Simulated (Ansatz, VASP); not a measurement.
Al in VASP and in Ansatz

Contents of INCAR:

```
SYSTEM = Al
PREC = Accurate
ENCUT = 520
EDIFF = 1E-6
ISMEAR = 0
SIGMA = 0.1
LREAL = .False.
LASPH = .True.
NELM = 60
ALGO = Fast
ISIF = 2
LWAVE = .False.
LCHARG = .True.
GGA = PE
LELF = .True.
LVHAR = .True.
NBANDS = 30
```

The input KPOINTS:

```
regular mesh
0
Gamma
  3 3 3
  0 0 0
```

File POSCAR:

```
Al
1.0
    3.2899836489      1.8994729454      5.6107452276
   -3.2899836489      1.8994729454      5.6107452276
    0.0000000000     -3.7989458906      5.6107452276
Al
12
Direct
    0.0101900000      0.6536100000      0.0101900000
    0.0101900000      0.0101900000      0.6536100000
    0.6536100000      0.0101900000      0.0101900000
    0.9898100000      0.3463900000      0.9898100000
    0.3463900000      0.9898100000      0.9898100000
    0.9898100000      0.9898100000      0.3463900000
    0.2211800000      0.6306000000      0.2211800000
    0.2211800000      0.2211800000      0.6306000000
    0.6306000000      0.2211800000      0.2211800000
    0.7788200000      0.3694000000      0.7788200000
    0.3694000000      0.7788200000      0.7788200000
    0.7788200000      0.7788200000      0.3694000000
```

Input for Ansatz:

```yaml
crystal:
  lattice:
    - [3.2899836489, 1.8994729454, 5.6107452276]
    - [-3.2899836489, 1.8994729454, 5.6107452276]
    - [0.0, -3.7989458906, 5.6107452276]
  atoms:
    - { symbol: Al, position: [0.01019, 0.65361, 0.01019] }
    - { symbol: Al, position: [0.01019, 0.01019, 0.65361] }
    - { symbol: Al, position: [0.65361, 0.01019, 0.01019] }
    - { symbol: Al, position: [0.98981, 0.34639, 0.98981] }
    - { symbol: Al, position: [0.34639, 0.98981, 0.98981] }
    - { symbol: Al, position: [0.98981, 0.98981, 0.34639] }
    - { symbol: Al, position: [0.22118, 0.6306, 0.22118] }
    - { symbol: Al, position: [0.22118, 0.22118, 0.6306] }
    - { symbol: Al, position: [0.6306, 0.22118, 0.22118] }
    - { symbol: Al, position: [0.77882, 0.3694, 0.77882] }
    - { symbol: Al, position: [0.3694, 0.77882, 0.77882] }
    - { symbol: Al, position: [0.77882, 0.77882, 0.3694] }
basis:
  ecutwfc: 420
kpoints:
  mp_grid: { grid: [3, 3, 3] }
hamiltonian:
  xc: pbe
scf:
  occupations: { method: gaussian, width: 0.1 }
  lower_state_search: "off"
output:
  forces: true
  stress: true
  eigenvalues: true
```

Alike in both runs: task single point; functional PBE; k mesh 3 × 3 × 3; occupations gaussian, width 0.1 eV; no spin polarisation.

|  | VASP | Ansatz |
| --- | --- | --- |
| version | VASP 6.6.1 | Ansatz 0.2.0 |
| potentials or method | VASP PAW PBE potentials, release 64 (Al), cutoff 520 eV | scalar-relativistic, plane waves, PAW |
| valence electrons in the cell | 36 | 36 |

```csv
,VASP,Ansatz,Ansatz less VASP
gap on the k mesh at the Fermi level (eV),none,none,-
rms of the force components (eV/Å),1.459,1.457,-0.0021
```

Atom by atom the forces differ by 0.003 eV/Å (rms over components). A gap of «none» marks a metal or a gap that the smearing closes. The functional is the same, so the differences come from potentials, cutoffs and numerics.

The k mesh is coarse, so the values compare programs but aren't converged.
